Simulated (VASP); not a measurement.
**Se: single point with r2SCAN**

Crystal: Se.

```
Se
1.0
     0.00000    3.10459    3.10459
     3.10459    0.00000    3.10459
     3.10459    3.10459    0.00000
Se
2
Direct
  0.50000 0.50000 0.50000
  0.75000 0.75000 0.75000
```

```json
{"Program": "VASP 6.6.1", "Task": "single point", "Functional": "r2SCAN", "Potentials or basis": "VASP PAW PBE potentials, release 64 (Se)", "Cutoff": "520 eV", "k mesh": "5 × 5 × 5", "Occupations": "fermi-dirac, width 0.1 eV", "Spin": "no spin polarisation"}
```

* Pressure: 1.6 GPa
* Band gap on the k mesh: zero (band 6 reaches 2.55 eV, above the bottom of band 7 at 1.44 eV)

Levels at points of the mesh, in eV from the Fermi level:
| k point | band 4 | band 5 | band 6 | band 7 | band 8 | band 9 |
| --- | --- | --- | --- | --- | --- | --- |
| (0.00, 0.00, 0.00) | -3.84 | -3.84 | -0.90 | -0.90 | -0.90 | 4.72 |

Wall time 80 s on 1 thread of AMD EPYC 7R13 (shared host), peak memory 0.18 GiB.

Caveat: the PAW data sets were made with another functional, which shifts forces and pressure a little.
